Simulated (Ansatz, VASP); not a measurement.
# One calculation of SiNi2, two programs

```
CELL_PARAMETERS angstrom
3.92649 0.00000 0.00000
-1.96325 3.40044 0.00000
0.00000 0.00000 4.84323
ATOMIC_POSITIONS crystal
Si 0.33333 0.66667 0.75000
Si 0.66667 0.33333 0.25000
Ni 0.00000 0.00000 0.00000
Ni 0.00000 0.00000 0.50000
Ni 0.33333 0.66667 0.25000
Ni 0.66667 0.33333 0.75000
```

Change from the starting cell: strain +0.015 along x and y, -0.015 along z, atoms carried along.

Alike in both runs: task single point; functional PBEsol; k mesh 12 × 12 × 10; occupations gaussian, width 0.15 eV; no spin polarisation.

```csv
,VASP,Ansatz
version,VASP 6.6.1,Ansatz 0.2.0
potentials or method,"VASP PAW PBE potentials, release 64 (Si, Ni), cutoff 520 eV","scalar-relativistic, plane waves, PAW"
valence electrons in the cell,48,80
```

VASP gave:

| Property | Result |
| --- | --- |
| gap on the k mesh at the Fermi level (eV) | none |
| pressure (GPa) | -3.4 |
| traceless stress, the component that is largest in VASP (GPa) | 5.86 |

**Question.** Which values does Ansatz return?

**Answer.** gap on the k mesh at the Fermi level (eV): none; pressure (GPa): -3.7; traceless stress, the component that is largest in VASP (GPa): 6.01.

VASP's potentials were made for PBE, not for PBEsol. A gap of «none» marks a metal or a gap that the smearing closes. VASP's potentials hold 48 valence electrons a cell and Ansatz's 80, so a difference there can come from the potentials and not from the codes.
